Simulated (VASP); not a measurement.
## Ta4N: single point with PBE

The system is Ta4N.

```xyz
5
Lattice="4.2909 0.0000 0.0000 0.0000 4.2909 0.0000 0.0000 0.0000 4.2909" Properties=species:S:1:pos:R:3 pbc="T T T"
Ta    2.1454    0.0000    0.0000
Ta    0.0000    2.1454    0.0000
Ta    0.0000    0.0000    2.1454
Ta    2.1454    2.1454    2.1454
N     0.0000    0.0000    0.0000
```

The cell was built from a structure type or drawn by symmetry, and may not be a known phase.

| Quantity | Value |
| --- | --- |
| Program | VASP 6.6.1 |
| Task | single point |
| Functional | PBE |
| Potentials or basis | VASP PAW PBE potentials, release 64 (Ta_pv, N) |
| Cutoff | 520 eV |
| k mesh | 4 × 4 × 4 |
| Occupations | gaussian, width 0.1 eV |
| Spin | no spin polarisation |
| Dipole correction | no |
| Further INCAR settings | ALGO = Normal; EDIFF = 1e-06; NBANDS = 32 |

* Pressure: 0.3 GPa
* Band gap on the k mesh: zero (an odd number of electrons rules out a gap without spin polarisation)

Levels at points of the mesh, in eV from the Fermi level:
```csv
k point,band 21,band 22,band 23,band 24,band 25,band 26,band 27,band 28
"(0.00, 0.00, 0.00)",-3.60,-3.60,0.04,0.04,0.04,2.57,2.57,3.93
"(0.50, 0.00, 0.00)",-1.85,-1.58,-1.58,0.17,0.17,0.30,1.12,1.69
"(0.50, 0.50, 0.00)",-1.56,-1.56,-1.34,-0.96,-0.27,-0.27,1.51,1.58
"(0.50, 0.50, 0.50)",-0.04,-0.04,-0.04,0.12,0.12,0.30,0.30,0.30
```

It took 28 s on 1 thread of AMD EPYC 7R43 64-Core Processor (Zen 3) (shared host), peak memory 0.15 GiB.

Caveat: the k points lie up to 0.37 Å⁻¹ apart, too coarse for converged energies and pressures of a metal; spin-orbit coupling is left out, which moves the levels of the heavy elements.
